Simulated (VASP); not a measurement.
# Mg (I4/mmm) in VASP: single point with PBEsol

Aim: the single point of Mg with PBEsol.

Program: VASP 6.6.1. These are calculated values, not measurements. Logs are shortened: lines on timing, memory, paths and dates and some standing lists are left out, and cuts for length are marked.

### 1 The cell of the first run

The structure is tetragonal, space group I4/mmm (No. 139). Conventional cell: a = 3.672 Å, b = 3.672 Å, c = 3.359 Å, α = 90.00°, β = 90.00°, γ = 90.00°. Within 4.1 Å of Mg (site symmetry 4/mmm) lie 14 Mg at 3.09 to 3.67 Å.

### 2 Single point, PBEsol

Contents of INCAR:

```
SYSTEM = Mg
ALGO     = Normal         ! electronic algorithm
EDIFF    = 1E-6           ! SCF threshold, eV
ENCUT    = 520            ! plane-wave cutoff, eV
GGA      = PS             ! functional
ISIF     = 2              ! what is computed and relaxed
ISMEAR   = -1             ! smearing method
ISYM     = 0            
LASPH    = .TRUE.         ! aspherical terms in the spheres
LCHARG   = .FALSE.        ! write CHGCAR
LREAL    = .FALSE.        ! projectors in reciprocal space
LWAVE    = .FALSE.        ! write WAVECAR
NBANDS   = 7              ! bands
NELM     = 60             ! most SCF steps
PREC     = Accurate       ! precision mode
SIGMA    = 0.01           ! smearing width, eV
```

Contents of KPOINTS:

```
k-points
0
G
  9 9 8
  0 0 0
```

Contents of POSCAR:

```
Mg
1.0
    3.0922690000      0.0000000000      0.0000000000
   -1.2681081716      2.8202888564      0.0000000000
   -0.9120802547     -1.4101441816      2.5964842700
Mg
1
Direct
    0.0000000000      0.0000000000      0.0000000000
```

Potentials or basis: VASP PAW PBE potentials, release 64 (Mg).

On the command line:

```bash
$ cat potpaw_PBE.64/Mg/POTCAR > POTCAR
$ mpirun -np 1 vasp_std > vasp.out
```

OUTCAR:

```text
SYSTEM = Mg
   EDIFF = 1E-6
   ENCUT = 520
   GGA = PS
   ISIF = 2
   ISMEAR = -1
   ISYM = 0
   LASPH = .TRUE.
   LREAL = .FALSE.
   NELM = 60
   PREC = Accurate

 ion  position               nearest neighbor table
   1  0.000  0.000  0.000-

IMPORTANT INFORMATION: All symmetrisations will be switched off!
NOSYMM: (Re-)initialisation of all symmetry stuff for point group C_1.

----------------------------------------------------------------------------------------

                                     Primitive cell

  volume of cell :      22.6442

  direct lattice vectors                    reciprocal lattice vectors
     3.092269000  0.000000000  0.000000000     0.323387131  0.145407043  0.192568050
    -1.268108172  2.820288856  0.000000000     0.000000000  0.354573610  0.192568050
    -0.912080255 -1.410144182  2.596484270     0.000000000  0.000000000  0.385136167

  length of vectors
     3.092269000  3.092269000  3.092269000     0.403490890  0.403490890  0.385136167

  position of ions in fractional coordinates (direct lattice)
     0.000000000  0.000000000  0.000000000

  ion indices of the primitive-cell ions
   primitive index   ion index
                 1           1

----------------------------------------------------------------------------------------

 KPOINTS: k-points

Automatic generation of k-mesh.
 Grid dimensions read from file:
 generate k-points for:    9    9    8

 Generating k-lattice:

  Cartesian coordinates                     Fractional coordinates (reciprocal lattice)
     0.035931903  0.016156338  0.021396450     0.111111111  0.000000000  0.000000000
     0.000000000  0.039397068  0.021396450     0.000000000  0.111111111  0.000000000
     0.000000000  0.000000000  0.048142021     0.000000000  0.000000000  0.125000000

  Length of vectors
     0.044832321  0.044832321  0.048142021

  Shift w.r.t. Gamma in fractional coordinates (k-lattice)
     0.000000000  0.000000000  0.000000000

 -----------------------------------------------------------------------------
|                                                                             |
|           W    W    AA    RRRRR   N    N  II  N    N   GGGG   !!!           |
|           W    W   A  A   R    R  NN   N  II  NN   N  G    G  !!!           |
|           W    W  A    A  R    R  N N  N  II  N N  N  G       !!!           |
|           W WW W  AAAAAA  RRRRR   N  N N  II  N  N N  G  GGG   !            |
|           WW  WW  A    A  R   R   N   NN  II  N   NN  G    G                |
|           W    W  A    A  R    R  N    N  II  N    N   GGGG   !!!           |
|                                                                             |
|     Your reciprocal lattice and k-lattice belong to different lattice       |
|     classes:                                                                |
|                                                                             |
|        The reciprocal lattice is body-centered tetragonal,                  |
|        whereas your k-lattice is base-centered monoclinic.                  |
|                                                                             |
|     Results are often still useful ...                                      |
|                                                                             |
 -----------------------------------------------------------------------------

 WARNING: IBZKPT: internal override: KBLOWUP is changed to .FALSE.
      ... skipping the blow-up phase ...

 Subroutine IBZKPT returns following result:
 ===========================================

 Found    325 irreducible k-points:

 Following reciprocal coordinates:
            Coordinates               Weight
  0.000000  0.000000  0.000000      1.000000
  0.111111 -0.000000 -0.000000      2.000000
  0.222222  0.000000 -0.000000      2.000000
  0.333333  0.000000  0.000000      2.000000
  0.444444  0.000000 -0.000000      2.000000
  0.000000  0.111111  0.000000      2.000000
[... 16 lines left out ...]
 -0.111111  0.222222  0.000000      2.000000
  0.000000  0.333333  0.000000      2.000000
 [... further k-points ...]
   k-points           NKPTS =    325   k-points in BZ     NKDIM =    325   number of bands    NBANDS=      7
   number of dos      NEDOS =    301   number of ions     NIONS =      1
   total plane-waves  NPLWV =  13824
   dimension x,y,z NGX =    24 NGY =   24 NGZ =   24
   dimension x,y,z NGXF=    48 NGYF=   48 NGZF=   48
   ions per type =               1
   NGX,Y,Z   is equivalent  to a cutoff of  12.90, 12.90, 12.90 a.u.
   NGXF,Y,Z  is equivalent  to a cutoff of  25.81, 25.81, 25.81 a.u.
 SYSTEM =  Mg
   PREC   = accura    normal or accurate (medium, high low for compatibility)
   ISTART =      0    job   : 0-new  1-cont  2-samecut
   ICHARG =      2    charge: 1-file 2-atom 10-const
   ISPIN  =      1    spin polarized calculation?
   LNONCOLLINEAR =      F non collinear calculations
   LSORBIT =      F    spin-orbit coupling
   LASPH  =      T    aspherical Exc in radial PAW
   ENCUT  =  520.0 eV  38.22 Ry    6.18 a.u.   5.75  5.75  5.75*2*pi/ulx,y,z
   NELM   =     60;   NELMIN=  2; NELMDL= -5     # of ELM steps
   EDIFF  = 0.1E-05   stopping-criterion for ELM
   LREAL  =      F    real-space projection
   EDIFFG = 0.1E-04   stopping-criterion for IOM
   NSW    =      0    number of steps for IOM
   IBRION =     -1    ionic relax: 0-MD 1-quasi-New 2-CG
   NFREE  =      0    steps in history (QN), initial steepest desc. (CG)
   ISIF   =      2    stress and relaxation
   ISYM   =      0    0-nonsym 1-usesym 2-fastsym
   POTIM  = 0.5000    time-step for ionic-motion
   TEBEG  =    0.0;   TEEND  =   0.0 temperature during run
   PSTRESS=    0.0 pullay stress
   NELECT =       2.0000    total number of electrons
   NUPDOWN=      -1.0000    fix difference up-down
   EMIN   =  10.00;   EMAX   =-10.00  energy-range for DOS
   EFERMI =   0.00;   METHOD = LEGACY
   ISMEAR =    -1;   SIGMA  =   0.01  broadening in eV -4-tet -1-fermi 0-gaus
   EFERMI_NEDOS =   21; number of points for ismear=-14 and -15
   IALGO  =     38    algorithm
   IMIX   =      4    mixing-type and parameters
     AMIX     =   0.40;   BMIX     =  1.00
     AMIX_MAG =   1.60;   BMIX_MAG =  1.00
  volume/ion in A,a.u.               =      22.64       152.81
  Fermi-wavevector in a.u.,A,eV,Ry     =   0.729065  1.377732  7.231974  0.531535
  Thomas-Fermi vector in A             =   1.820694
   LORBIT       =      0    0 simple, 1 ext, 2 COOP (PROOUT), +10 PAW based schemes
   GGA     = PS    functional components
   LHFCALC =     F    Hartree Fock is set to
   AEXX    =    0.0000 exact exchange contribution
   IVDW    =     0    specifies the selected vdW correction
   LEPSILON=     F    determine dielectric tensor
   LRPA    =     F    only Hartree local field effects (RPA)
 non-spin polarized calculation
  energy-cutoff  :      520.00
  volume of cell :       22.64
 maximum number of plane-waves:       622
   NGX = 11   NGY = 11   NGZ = 11

 number of electron       2.0000000 magnetization

 Free energy of the ion-electron system (eV)
  ---------------------------------------------------
  ext. energy  EPLUGINS =         0.00000000
  ---------------------------------------------------
  free energy    TOTEN  =        -1.69877100 eV

  energy without entropy =       -1.69870820  energy(sigma->0) =       -1.69873960

 E-fermi :   2.7635     XC(G=0):  -8.5788

 val. band max:        2.7607280685   @ k =   0.3333   0.3333   0.1250
 cond. band min:       2.8429656526   @ k =   0.3333   0.3333   0.2500
 fundamental gap:      0.0822375840
 Fermi energy:         2.7635449475

 k-point     1 :       0.0000    0.0000    0.0000
  band No.  band energies     occupation
      1      -4.3220      2.00000
      2      14.6249      0.00000
      3      16.4769      0.00000
      4      16.4776      0.00000
      5      16.8191      0.00000
      6      17.0415      0.00000
      7      17.0415      0.00000

 k-point     2 :       0.1111   -0.0000   -0.0000
  band No.  band energies     occupation
      1      -4.0190      2.00000
      2      13.5889      0.00000
      3      13.6048      0.00000
      4      15.1243      0.00000
      5      15.2783      0.00000
      6      17.1620      0.00000
      7      18.2999      0.00000

 k-point     3 :       0.2222    0.0000   -0.0000
  band No.  band energies     occupation
      1      -3.1159      2.00000
      2       9.6905      0.00000
      3      12.2971      0.00000
      4      13.4685      0.00000
      5      13.8960      0.00000
      6      15.7915      0.00000
      7      19.1416      0.00000

 k-point     4 :       0.3333    0.0000    0.0000
  band No.  band energies     occupation
      1      -1.6305      2.00000
      2       6.1361      0.00000
      3      11.3903      0.00000
      4      12.3145      0.00000
      5      12.9561      0.00000
      6      14.7246      0.00000
      7      20.1048      0.00000

 k-point     5 :       0.4444    0.0000   -0.0000
  band No.  band energies     occupation
      1       0.3941      2.00000
      2       3.0718      0.00000
      3      10.9290      0.00000
      4      11.7349      0.00000
      5      12.4917      0.00000
      6      14.1378      0.00000
      7      21.3709      0.00000

 k-point     6 :       0.0000    0.1111    0.0000
  band No.  band energies     occupation
      1      -4.0190      2.00000
      2      13.5889      0.00000
      3      13.6048      0.00000
      4      15.1243      0.00000
      5      15.2783      0.00000
      6      17.1620      0.00000
      7      18.2999      0.00000

 k-point     7 :       0.1111    0.1111    0.0000
  band No.  band energies     occupation
      1      -3.3893      2.00000
      2      11.4387      0.00000
      3      11.6943      0.00000
      4      12.9320      0.00000
      5      16.1534      0.00000
      6      16.2107      0.00000
      7      17.8142      0.00000
[... 121 lines left out ...]
 k-point    20 :      -0.4444    0.2222    0.0000
  band No.  band energies     occupation
      1      -0.9579      2.00000
      2       5.9392      0.00000
      3       7.4465      0.00000
      4      11.9238      0.00000
      5      15.3801      0.00000
      6      18.2241      0.00000
      7      20.3005      0.00000

 k-point    21 :      -0.3333    0.2222    0.0000
  band No.  band energies     occupation
      1      -2.3796      2.00000
      2       6.9895      0.00000
      3      10.8849      0.00000
      4      13.1844      0.00000
      5      15.8308      0.00000
      6      16.8945      0.00000
      7      18.8909      0.00000

 k-point    22 :      -0.2222    0.2222    0.0000
  band No.  band energies     occupation
      1      -3.2224      2.00000
      2       8.4782      0.00000
      3      14.0835      0.00000
      4      14.4415      0.00000
      5      15.6940      0.00000
      6      15.7004      0.00000
      7      17.9240      0.00000

 k-point    23 :      -0.1111    0.2222    0.0000
  band No.  band energies     occupation
      1      -3.4694      2.00000
      2      10.3873      0.00000
      3      12.0964      0.00000
      4      14.1938      0.00000
      5      15.3100      0.00000
      6      17.6065      0.00000
      7      18.7312      0.00000

 k-point    24 :       0.0000    0.3333    0.0000
  band No.  band energies     occupation
      1      -1.6305      2.00000
      2       6.1361      0.00000
      3      11.3903      0.00000
      4      12.3145      0.00000
      5      12.9561      0.00000
      6      14.7246      0.00000
      7      20.1048      0.00000

 [... further k-points ...]
[... 5 lines left out ...]
  --------------------------------------------------------------------------------------
  -------------------------------------------------------------------------------------
  Total       -0.0339004     -0.0087252     -0.0575000      0.0279949     -0.0376120     -0.0243273
  in kB       -2.3986057     -0.6173440     -4.0683818      1.9807625     -2.6612151     -1.7212678
  external PRESSURE =      -2.3614439 kB  Pullay stress =       0.0000000 kB

 VOLUME and BASIS-vectors are now :
 -----------------------------------------------------------------------------
  energy-cutoff  :      520.00
  volume of cell :       22.64
      direct lattice vectors                 reciprocal lattice vectors
     3.092269000  0.000000000  0.000000000     0.323387131  0.145407043  0.192568050
    -1.268108172  2.820288856  0.000000000     0.000000000  0.354573610  0.192568050
    -0.912080255 -1.410144182  2.596484270     0.000000000  0.000000000  0.385136167

 POSITION                                       TOTAL-FORCE (eV/Angst)
 -----------------------------------------------------------------------------------
      0.00000      0.00000      0.00000         0.000000     -0.000000     -0.000000
 -----------------------------------------------------------------------------------
    total drift:                                0.000000     -0.000000     -0.000000

  FREE ENERGIE OF THE ION-ELECTRON SYSTEM (eV)
  ---------------------------------------------------
  free  energy   TOTEN  =        -1.6987709968 eV

  energy  without entropy=       -1.6987082036  energy(sigma->0) =       -1.69873960
```

Wall time 10 s (1 thread of Intel Xeon 6975P-C (Granite Rapids), shared host); peak memory 0.16 GiB.

What came out:

```
Free energy            : -1.6988 eV
Pressure               : -0.2 GPa
Band gap on the k mesh : zero (band 1 reaches 5.13 eV, above the bottom of band 2 at 1.36 eV)
```

Stress tensor (GPa, compression positive):
```
-0.24  0.20 -0.17
 0.20 -0.06 -0.27
-0.17 -0.27 -0.41
```

Caveat: the PAW data sets were made with another functional, which shifts forces and pressure a little.
